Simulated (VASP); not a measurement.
# Zr (Fm-3m) in VASP: notebook

The runs below take Zr through single point, with PBEsol.

Program: VASP 6.6.1. These are calculated values, not measurements. Logs are shortened: lines on timing, memory, paths and dates and some standing lists are left out, and cuts for length are marked.

### 1 The cell of the first run

Symmetry: Fm-3m, No. 225, cubic system. Conventional cell: a = 4.510 Å, b = 4.510 Å, c = 4.510 Å, α = 90.00°, β = 90.00°, γ = 90.00°. Zr (site symmetry m-3m) has 12 Zr at 3.19 Å within 4.2 Å.

This isn't the form of Zr at room conditions, which is hcp.

### 2 Single point, PBEsol

INCAR reads:

```
PREC = Accurate
ENCUT = 520
EDIFF = 1E-6
ISMEAR = 0
SIGMA = 0.15
LREAL = F
LASPH = T
NELM = 100
ALGO = Fast
ISIF = 2
LWAVE = F
LCHARG = F
GGA = PS
NBANDS = 12
```

KPOINTS reads:

```
regular mesh
0
Gamma
  18 18 18
```

POSCAR reads:

```
Zr
1.0
    0.0000000000      2.2550000000      2.2550000000
    2.2550000000      0.0000000000      2.2550000000
    2.2550000000      2.2550000000      0.0000000000
Zr
1
Direct
    0.0000000000      0.0000000000      0.0000000000
```

Potentials or basis: VASP PAW PBE potentials, release 64 (Zr_sv).

Command:

```console
> cat potpaw_PBE.64/Zr_sv/POTCAR > POTCAR
> mpirun -np 1 vasp_std > vasp.out
```

OUTCAR:

```text
PREC = Accurate
   ENCUT = 520
   EDIFF = 1E-6
   ISMEAR = 0
   LREAL = F
   LASPH = T
   NELM = 100
   ISIF = 2
   GGA = PS

 ion  position               nearest neighbor table
   1  0.000  0.000  0.000-

  LATTYP: Found a face centered cubic cell.
 ALAT       =     4.5100000000

  Lattice vectors:

 A1 = (   0.0000000000,   2.2550000000,   2.2550000000)
 A2 = (   2.2550000000,   0.0000000000,   2.2550000000)
 A3 = (   2.2550000000,   2.2550000000,   0.0000000000)

Analysis of symmetry for initial positions (statically):
=====================================================================
 Subroutine PRICEL returns:
 Original cell was already a primitive cell.

 Routine SETGRP: Setting up the symmetry group for a
 face centered cubic supercell.

 Subroutine GETGRP returns: Found 48 space group operations
 (whereof 48 operations were pure point group operations)
 out of a pool of 48 trial point group operations.

The static configuration has the point symmetry O_h .

Analysis of symmetry for dynamics (positions and initial velocities):
=====================================================================
 Subroutine PRICEL returns:
 Original cell was already a primitive cell.

 Routine SETGRP: Setting up the symmetry group for a
 face centered cubic supercell.

 Subroutine GETGRP returns: Found 48 space group operations
 (whereof 48 operations were pure point group operations)
 out of a pool of 48 trial point group operations.

The dynamic configuration has the point symmetry O_h .

 Subroutine INISYM returns: Found 48 space group operations
 (whereof 48 operations are pure point group operations),
 and found     1 'primitive' translations

----------------------------------------------------------------------------------------

                                     Primitive cell

  volume of cell :      22.9335

  direct lattice vectors                    reciprocal lattice vectors
     0.000000000  2.255000000  2.255000000    -0.221729490  0.221729490  0.221729490
     2.255000000  0.000000000  2.255000000     0.221729490 -0.221729490  0.221729490
     2.255000000  2.255000000  0.000000000     0.221729490  0.221729490 -0.221729490

  length of vectors
     3.189051583  3.189051583  3.189051583     0.384046742  0.384046742  0.384046742

  position of ions in fractional coordinates (direct lattice)
     0.000000000  0.000000000  0.000000000

  ion indices of the primitive-cell ions
   primitive index   ion index
                 1           1

----------------------------------------------------------------------------------------

 KPOINTS: regular mesh

Automatic generation of k-mesh.
 Grid dimensions read from file:
 generate k-points for:   18   18   18

 Generating k-lattice:

  Cartesian coordinates                     Fractional coordinates (reciprocal lattice)
    -0.012318305  0.012318305  0.012318305     0.055555556  0.000000000  0.000000000
     0.012318305 -0.012318305  0.012318305     0.000000000  0.055555556  0.000000000
     0.012318305  0.012318305 -0.012318305     0.000000000  0.000000000  0.055555556

  Length of vectors
     0.021335930  0.021335930  0.021335930

  Shift w.r.t. Gamma in fractional coordinates (k-lattice)
     0.000000000  0.000000000  0.000000000

 Subroutine IBZKPT returns following result:
 ===========================================

 Found    195 irreducible k-points:

 Following reciprocal coordinates:
            Coordinates               Weight
  0.000000  0.000000  0.000000      1.000000
  0.055556  0.000000  0.000000      8.000000
  0.111111  0.000000  0.000000      8.000000
  0.166667  0.000000  0.000000      8.000000
  0.222222  0.000000  0.000000      8.000000
  0.277778  0.000000  0.000000      8.000000
[... 16 lines left out ...]
 -0.277778  0.055556  0.000000     24.000000
 -0.222222  0.055556  0.000000     24.000000
 [... further k-points ...]
   k-points           NKPTS =    195   k-points in BZ     NKDIM =    195   number of bands    NBANDS=     12
   number of dos      NEDOS =    301   number of ions     NIONS =      1
   total plane-waves  NPLWV =  13824
   dimension x,y,z NGX =    24 NGY =   24 NGZ =   24
   dimension x,y,z NGXF=    48 NGYF=   48 NGZF=   48
   ions per type =               1
   NGX,Y,Z   is equivalent  to a cutoff of  12.51, 12.51, 12.51 a.u.
   NGXF,Y,Z  is equivalent  to a cutoff of  25.02, 25.02, 25.02 a.u.
 SYSTEM =  unknown system
   PREC   = accura    normal or accurate (medium, high low for compatibility)
   ISTART =      0    job   : 0-new  1-cont  2-samecut
   ICHARG =      2    charge: 1-file 2-atom 10-const
   ISPIN  =      1    spin polarized calculation?
   LNONCOLLINEAR =      F non collinear calculations
   LSORBIT =      F    spin-orbit coupling
   LASPH  =      T    aspherical Exc in radial PAW
   ENCUT  =  520.0 eV  38.22 Ry    6.18 a.u.   5.93  5.93  5.93*2*pi/ulx,y,z
   NELM   =    100;   NELMIN=  2; NELMDL= -5     # of ELM steps
   EDIFF  = 0.1E-05   stopping-criterion for ELM
   LREAL  =      F    real-space projection
   EDIFFG = 0.1E-04   stopping-criterion for IOM
   NSW    =      0    number of steps for IOM
   IBRION =     -1    ionic relax: 0-MD 1-quasi-New 2-CG
   NFREE  =      0    steps in history (QN), initial steepest desc. (CG)
   ISIF   =      2    stress and relaxation
   ISYM   =      2    0-nonsym 1-usesym 2-fastsym
   POTIM  = 0.5000    time-step for ionic-motion
   TEBEG  =    0.0;   TEEND  =   0.0 temperature during run
   PSTRESS=    0.0 pullay stress
   NELECT =      12.0000    total number of electrons
   NUPDOWN=      -1.0000    fix difference up-down
   EMIN   =  10.00;   EMAX   =-10.00  energy-range for DOS
   EFERMI =   0.00;   METHOD = LEGACY
   ISMEAR =     0;   SIGMA  =   0.15  broadening in eV -4-tet -1-fermi 0-gaus
   EFERMI_NEDOS =   21; number of points for ismear=-14 and -15
   IALGO  =     68    algorithm
   IMIX   =      4    mixing-type and parameters
     AMIX     =   0.40;   BMIX     =  1.00
     AMIX_MAG =   1.60;   BMIX_MAG =  1.00
  volume/ion in A,a.u.               =      22.93       154.76
  Fermi-wavevector in a.u.,A,eV,Ry     =   1.319204  2.492935 23.678216  1.740300
  Thomas-Fermi vector in A             =   2.449119
   LORBIT       =      0    0 simple, 1 ext, 2 COOP (PROOUT), +10 PAW based schemes
   GGA     = PS    functional components
   LHFCALC =     F    Hartree Fock is set to
   AEXX    =    0.0000 exact exchange contribution
   IVDW    =     0    specifies the selected vdW correction
   LEPSILON=     F    determine dielectric tensor
   LRPA    =     F    only Hartree local field effects (RPA)
 non-spin polarized calculation
 RMM-DIIS sequential band-by-band and
 Gauss-broadening in eV      SIGMA  =   0.15
  energy-cutoff  :      520.00
  volume of cell :       22.93
 maximum number of plane-waves:       636
   NGX = 11   NGY = 11   NGZ = 11

 number of electron      12.0000000 magnetization

 Free energy of the ion-electron system (eV)
  ---------------------------------------------------
  ext. energy  EPLUGINS =         0.00000000
  ---------------------------------------------------
  free energy    TOTEN  =        -9.05207183 eV

  energy without entropy =       -9.03651933  energy(sigma->0) =       -9.04429558

 E-fermi :   8.9232     XC(G=0): -11.2714

 val. band max:        8.9180132046   @ k =   0.2778   0.0000   0.0000
 cond. band min:       8.9247400974   @ k =  -0.2778   0.4444   0.1667
 fundamental gap:      0.0067268927
 Fermi energy:         8.9232197868

 k-point     1 :       0.0000    0.0000    0.0000
  band No.  band energies     occupation
      1     -39.6503      2.00000
      2     -17.1654      2.00000
      3     -17.1654      2.00000
      4     -17.1654      2.00000
      5       3.3317      2.00000
      6       9.9056      0.00000
      7       9.9056      0.00000
      8       9.9056      0.00000
      9      12.3658      0.00000
     10      12.3658      0.00000
     11      19.4718      0.00000
     12      23.6675      0.00000

 k-point     2 :       0.0556    0.0000    0.0000
  band No.  band energies     occupation
      1     -39.6459      2.00000
      2     -17.1983      2.00000
      3     -17.1695      2.00000
      4     -17.1695      2.00000
      5       3.4336      2.00000
      6       9.8104      0.00000
      7       9.9541      0.00000
      8       9.9541      0.00000
      9      12.3161      0.00000
     10      12.3161      0.00000
     11      19.6925      0.00000
     12      23.2122      0.00000

 k-point     3 :       0.1111    0.0000    0.0000
  band No.  band energies     occupation
      1     -39.6329      2.00000
      2     -17.2922      2.00000
      3     -17.1811      2.00000
      4     -17.1811      2.00000
      5       3.7282      2.00000
      6       9.5641      0.00000
      7      10.0804      0.00000
      8      10.0804      0.00000
      9      12.2026      0.00000
     10      12.2026      0.00000
     11      20.2817      0.00000
     12      22.3323      0.00000

 k-point     4 :       0.1667    0.0000    0.0000
  band No.  band energies     occupation
      1     -39.6131      2.00000
      2     -17.4335      2.00000
      3     -17.1988      2.00000
      4     -17.1988      2.00000
      5       4.1807      2.00000
      6       9.2593      0.00153
      7      10.2192      0.00000
      8      10.2192      0.00000
      9      12.1288      0.00000
     10      12.1288      0.00000
     11      20.7712      0.00000
     12      21.7950      0.00000

 k-point     5 :       0.2222    0.0000    0.0000
  band No.  band energies     occupation
      1     -39.5886      2.00000
      2     -17.6032      2.00000
      3     -17.2204      2.00000
      4     -17.2204      2.00000
      5       4.7259      2.00000
      6       9.0057      0.43676
      7      10.2649      0.00000
      8      10.2649      0.00000
      9      12.2360      0.00000
     10      12.2360      0.00000
     11      20.2226      0.00000
     12      22.4123      0.00000

 k-point     6 :       0.2778    0.0000    0.0000
  band No.  band energies     occupation
      1     -39.5623      2.00000
      2     -17.7795      2.00000
      3     -17.2432      2.00000
      4     -17.2432      2.00000
      5       5.2585      2.00000
      6       8.9180      1.03915
      7      10.1744      0.00000
      8      10.1744      0.00000
      9      12.5838      0.00000
     10      12.5838      0.00000
     11      19.5464      0.00000
     12      22.7064      0.00000

 k-point     7 :       0.3333    0.0000    0.0000
  band No.  band energies     occupation
      1     -39.5375      2.00000
      2     -17.9416      2.00000
      3     -17.2645      2.00000
      4     -17.2645      2.00000
      5       5.6526      2.00000
      6       9.0895      0.11704
      7      10.0143      0.00000
      8      10.0143      0.00000
      9      13.0905      0.00000
     10      13.0905      0.00000
     11      19.0125      0.00000
     12      21.9514      0.00000

 k-point     8 :       0.3889    0.0000    0.0000
  band No.  band energies     occupation
      1     -39.5172      2.00000
      2     -18.0713      2.00000
      3     -17.2818      2.00000
      4     -17.2818      2.00000
      5       5.8542      2.00000
      6       9.4901      0.00000
      7       9.8598      0.00000
      8       9.8598      0.00000
      9      13.6254      0.00000
     10      13.6254      0.00000
     11      18.6726      0.00000
     12      20.7638      0.00000
[... 166 lines left out ...]
 k-point    20 :      -0.4444    0.0556    0.0000
  band No.  band energies     occupation
      1     -39.4993      2.00000
      2     -18.1609      2.00000
      3     -17.3211      2.00000
      4     -17.2971      2.00000
      5       6.0218      2.00000
      6       9.5081      0.00000
      7       9.8037      0.00000
      8      10.0158      0.00000
      9      13.9976      0.00000
     10      14.3928      0.00000
     11      18.5704      0.00000
     12      19.6387      0.00000

 k-point    21 :      -0.3889    0.0556    0.0000
  band No.  band energies     occupation
      1     -39.5097      2.00000
      2     -18.0964      2.00000
      3     -17.3170      2.00000
      4     -17.2830      2.00000
      5       5.9785      2.00000
      6       9.4636      0.00000
      7       9.7951      0.00000
      8       9.8780      0.00000
      9      13.5271      0.00000
     10      14.1662      0.00000
     11      18.7212      0.00000
     12      20.4225      0.00000

 k-point    22 :      -0.3333    0.0556    0.0000
  band No.  band energies     occupation
      1     -39.5277      2.00000
      2     -17.9836      2.00000
      3     -17.3047      2.00000
      4     -17.2633      2.00000
      5       5.8296      2.00000
      6       9.1159      0.06921
      7       9.8689      0.00000
      8      10.0171      0.00000
      9      12.9387      0.00000
     10      13.7150      0.00000
     11      19.0473      0.00000
     12      21.5621      0.00000

 k-point    23 :      -0.2778    0.0556    0.0000
  band No.  band energies     occupation
      1     -39.5511      2.00000
      2     -17.8344      2.00000
      3     -17.2857      2.00000
      4     -17.2404      2.00000
      5       5.4961      2.00000
      6       8.8721      1.37004
      7      10.0432      0.00000
      8      10.1916      0.00000
      9      12.3662      0.00000
     10      13.1917      0.00000
     11      19.5413      0.00000
     12      22.5895      0.00000

 k-point    24 :      -0.2222    0.0556    0.0000
  band No.  band energies     occupation
      1     -39.5768      2.00000
      2     -17.6654      2.00000
      3     -17.2621      2.00000
      4     -17.2171      2.00000
      5       4.9930      2.00000
      6       8.8850      1.28136
      7      10.1962      0.00000
      8      10.3307      0.00000
      9      11.9402      0.00000
     10      12.7366      0.00000
     11      20.1784      0.00000
     12      22.6875      0.00000

 [... further k-points ...]
[... 5 lines left out ...]
  --------------------------------------------------------------------------------------
  -------------------------------------------------------------------------------------
  Total       -0.3911740     -0.3911740     -0.3911740     -0.0000000      0.0000000      0.0000000
  in kB      -27.3281947    -27.3281947    -27.3281947     -0.0000000      0.0000000      0.0000000
  external PRESSURE =     -27.3281947 kB  Pullay stress =       0.0000000 kB

 VOLUME and BASIS-vectors are now :
 -----------------------------------------------------------------------------
  energy-cutoff  :      520.00
  volume of cell :       22.93
      direct lattice vectors                 reciprocal lattice vectors
     0.000000000  2.255000000  2.255000000    -0.221729490  0.221729490  0.221729490
     2.255000000  0.000000000  2.255000000     0.221729490 -0.221729490  0.221729490
     2.255000000  2.255000000  0.000000000     0.221729490  0.221729490 -0.221729490

 POSITION                                       TOTAL-FORCE (eV/Angst)
 -----------------------------------------------------------------------------------
      0.00000      0.00000      0.00000         0.000000     -0.000000      0.000000
 -----------------------------------------------------------------------------------
    total drift:                                0.000000      0.000000     -0.000000

  FREE ENERGIE OF THE ION-ELECTRON SYSTEM (eV)
  ---------------------------------------------------
  free  energy   TOTEN  =        -9.0520718290 eV

  energy  without entropy=       -9.0365193276  energy(sigma->0) =       -9.04429558
```

Run time: 60 s. Hardware: 1 thread of Intel Xeon 8259CL, shared host; peak memory 0.17 GiB.

What came out:

```yaml
Free_energy: -9.0521 eV
Pressure: -2.7 GPa
Band_gap_on_the_k_mesh: zero (bands 6 and 7 overlap by 1.56 eV)
```

Levels at points of the mesh, in eV from the Fermi level:
```
           k point  band 2  band 3  band 4  band 5  band 6  band 7  band 8  band 9  band 10  band 11
(0.00, 0.00, 0.00)  -26.09  -26.09  -26.09   -5.59    0.98    0.98    0.98    3.44     3.44    10.55
(0.50, 0.00, 0.00)  -27.11  -26.22  -26.22   -2.99    0.79    0.79    1.17    5.28     5.28     9.72
(0.50, 0.50, 0.00)  -27.04  -26.45  -26.45   -3.04   -2.23    3.08    5.28    5.81     5.81     9.88
```

Caveat: the PAW data sets were made with another functional, which shifts forces and pressure a little.

### 3 Single point, PBEsol

INCAR reads:

```
PREC     = Accurate       # precision mode
ENCUT    = 520            # plane-wave cutoff, eV
EDIFF    = 1E-6           # SCF threshold, eV
ISMEAR   = 0              # smearing method
SIGMA    = 0.15           # smearing width, eV
LREAL    = False          # projectors in reciprocal space
LASPH    = True           # aspherical terms in the spheres
NELM     = 80             # most SCF steps
ALGO     = Fast           # electronic algorithm
ISIF     = 2              # what is computed and relaxed
LWAVE    = False          # write WAVECAR
LCHARG   = False          # write CHGCAR
GGA      = PS             # functional
NBANDS   = 12             # bands
```

KPOINTS reads:

```
Automatic mesh
0
Gamma
  20 20 20
```

POSCAR is that of step 2.

Potentials or basis: VASP PAW PBE potentials, release 64 (Zr_sv).

Command:

```console
> cat potpaw_PBE.64/Zr_sv/POTCAR > POTCAR
> mpirun -np 1 vasp_std > vasp.out
```

Run time: 1.9 min. Hardware: 1 thread of Intel Xeon 8259CL, shared host; peak memory 0.19 GiB.

Results (log left out):

```
Free energy            : -9.0515 eV
Pressure               : -2.7 GPa
Band gap on the k mesh : zero (bands 6 and 7 overlap by 1.47 eV)
```

Levels at points of the mesh, in eV from the Fermi level:
```
           k point  band 2  band 3  band 4  band 5  band 6  band 7  band 8  band 9  band 10  band 11
(0.00, 0.00, 0.00)  -26.09  -26.09  -26.09   -5.59    0.99    0.99    0.99    3.45     3.45    10.55
(0.50, 0.00, 0.00)  -27.10  -26.22  -26.22   -2.98    0.80    0.80    1.17    5.28     5.28     9.72
(0.50, 0.50, 0.00)  -27.04  -26.45  -26.45   -3.04   -2.23    3.08    5.28    5.81     5.81     9.88
```

Caveat: the PAW data sets were made with another functional, which shifts forces and pressure a little.
